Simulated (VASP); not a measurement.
A run of VASP 6.6.1 is set up as follows.

The input INCAR:

```
SYSTEM = Be
ALGO = Fast
EDIFF = 1E-8
ENCUT = 520
GGA = PE
IBRION = 8
ISIF = 2
ISMEAR = -1
LASPH = .TRUE.
LCHARG = .TRUE.
LREAL = .FALSE.
LWAVE = .FALSE.
NELM = 80
NSW = 1
PREC = Accurate
SIGMA = 0.15
```

Contents of KPOINTS:

```
k-points
0
G
  30 30 16
  0 0 0
```

The input POSCAR:

```
Be
1.0
    2.2640434400      0.0000000000      0.0000000000
   -1.1320217200      1.9607191343      0.0000000000
    0.0000000000      0.0000000000      3.5634273916
Be
2
Direct
    0.6666666667      0.3333333333      0.7500000000
    0.3333333333      0.6666666667      0.2500000000
```

Potentials or basis: VASP PAW PBE potentials, release 64 (Be).

Run with:

```console
$ cat potpaw_PBE.64/Be/POTCAR > POTCAR
$ mpirun -np 1 vasp_std > vasp.out
```

**Question.** What does it give for the highest phonon frequency at Γ?

**Answer.** 695 cm⁻¹.

Phonon frequencies in cm⁻¹ (negative: imaginary):
```tsv
q point	frequencies
(0.000, 0.000, 0.000)	0 0 0 468 468 695
```
